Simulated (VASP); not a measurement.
Li3TaO4: relaxation of shape and atoms at fixed volume with PBEsol

The system is Li3TaO4.

```
CELL_PARAMETERS angstrom
-2.01277 2.01277 4.11580
2.01277 -2.01277 4.11580
2.01277 2.01277 -4.11580
ATOMIC_POSITIONS crystal
Li 0.50000 0.50000 0.00000
Li 0.25000 0.75000 0.50000
Li 0.75000 0.25000 0.50000
Ta 0.00000 0.00000 0.00000
O 0.00000 0.50000 0.50000
O 0.76946 0.76946 0.00000
O 0.50000 0.00000 0.50000
O 0.23054 0.23054 0.00000
```

```
Program                : VASP 6.6.1
Task                   : relaxation of shape and atoms at fixed volume
Functional             : PBEsol
Potentials or basis    : VASP PAW PBE potentials, release 64 (Li_sv, Ta_pv, O)
Cutoff                 : 600 eV
k mesh                 : 10 × 10 × 10
Occupations            : gaussian, width 0.02 eV
Spin                   : no spin polarisation
Dipole correction      : no
Further INCAR settings : ALGO = Normal; EDIFF = 1e-07; IBRION = 2; EDIFFG = -0.01; NSW = 50; ISIF = 4
```

* Energy gained by relaxing: 3.5 meV/atom
* Ionic steps: 5
* Pressure after relaxing: 7.3 GPa
* Band gap on the k mesh: 1.45 eV (least direct gap 1.58 eV)

Forces on the atoms (eV/Å):
```
Li   0.000  0.000  0.000
Li   0.000  0.000  0.000
Li   0.000  0.000  0.000
Ta   0.000  0.000  0.000
O    0.000  0.000  0.000
O    0.000  0.000  0.003
O    0.000  0.000  0.000
O    0.000  0.000 -0.003
```

Stress tensor (GPa, compression positive):
```
7.21 0.00 0.00
0.00 7.21 0.00
0.00 0.00 7.47
```

Step by step:
| step | energy change (eV) | largest force (eV/Å) | pressure (GPa) | volume (Å³) |
| --- | --- | --- | --- | --- |
| 1 | 0.0000 | 0.7914 | 10.95 | 66.70 |
| 2 | -0.0014 | 0.5475 | 7.29 | 66.70 |
| 3 | -0.0157 | 0.0781 | 9.00 | 66.70 |
| 4 | -0.0241 | 0.0472 | 8.28 | 66.70 |
| 5 | -0.0280 | 0.0026 | 7.30 | 66.70 |

Final structure:
```
Li Ta O
1.0
    -2.02434    2.02434    4.06888
     2.02434   -2.02434    4.06888
     2.02434    2.02434   -4.06888
Li Ta O
3 1 4
Direct
  0.50000 0.50000 0.00000
  0.25000 0.75000 0.50000
  0.75000 0.25000 0.50000
  0.00000 0.00000 0.00000
  0.00000 0.50000 0.50000
  0.76419 0.76419 0.00000
  0.50000 0.00000 0.50000
  0.23581 0.23581 0.00000
```

Levels at points of the mesh, in eV from the valence-band top:
| k point | band 18 | band 19 | band 20 | band 21 | band 22 | band 23 | band 24 | band 25 | band 26 | band 27 |
| --- | --- | --- | --- | --- | --- | --- | --- | --- | --- | --- |
| (0.00, 0.00, 0.00) | -2.18 | -2.18 | -0.21 | -0.21 | -0.14 | 1.45 | 4.24 | 4.24 | 5.91 | 7.05 |
| (0.50, 0.00, 0.00) | -2.53 | -1.33 | -1.08 | -0.69 | -0.31 | 3.96 | 4.16 | 5.40 | 6.69 | 9.82 |
| (0.50, 0.50, 0.00) | -1.36 | -1.13 | -0.62 | -0.29 | 0.00 | 5.55 | 5.56 | 5.60 | 8.55 | 8.64 |
| (0.50, 0.50, 0.50) | -1.78 | -1.78 | -1.65 | -1.65 | -0.54 | 1.54 | 3.62 | 3.62 | 5.90 | 6.80 |

It took 15 min on 1 thread of AMD EPYC 9R14 (Zen 4), on a shared host, peak memory 0.35 GiB.

Caveat: the cutoff is under 1.25 times the usual one of these potentials, so pressure, stress and relaxed cells hold a basis-set (Pulay) error; the PAW data sets were made with another functional, which shifts forces and pressure a little; spin-orbit coupling is left out, which moves the levels of the heavy elements. A k mesh can miss the band edges.
